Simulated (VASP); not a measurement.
Here is a VASP 6.6.1 calculation.

INCAR

```
SYSTEM = Ni
PREC = Accurate ; ENCUT = 520
EDIFF = 1E-6 ; ISMEAR = -1
SIGMA = 0.1 ; LREAL = .False.
LASPH = .True. ; NELM = 80
ALGO = Normal ; ISIF = 2
LWAVE = .False. ; LCHARG = .True.
LELF = .True. ; LVHAR = .True.
NBANDS = 28
```

The input KPOINTS:

```
Automatic mesh
0
Gamma
  17 17 5
  0 0 0
```

Contents of POSCAR:

```
Ni
1.0
    2.3514724815      0.0000000000      0.0000000000
   -1.1757362408      2.0364349053      0.0000000000
    0.0000000000      0.0000000000      7.7043314958
Ni
4
Direct
    0.0000000000      1.0000000000      0.0000000000
    1.0000000000      1.0000000000      0.5000000000
    0.3333333333      0.6666666667      0.2500000000
    0.6666666667      0.3333333333      0.7500000000
```

Potentials or basis: VASP PAW LDA potentials, release 64 (Ni).

The run is started by

```sh
$ cat potpaw_LDA.64/Ni/POTCAR > POTCAR
$ mpirun -np 1 vasp_std > vasp.out
```

Predict the band gap on the k mesh.

zero (bands 20 and 21 overlap by 0.73 eV).

What does it give for the pressure?

25.6 GPa.

Caveat: the cell stands under pressure; the run has no spin polarisation, though such a crystal can be magnetic. Spin polarisation is off, so any magnetic state and its effect on volume and gap are missing.
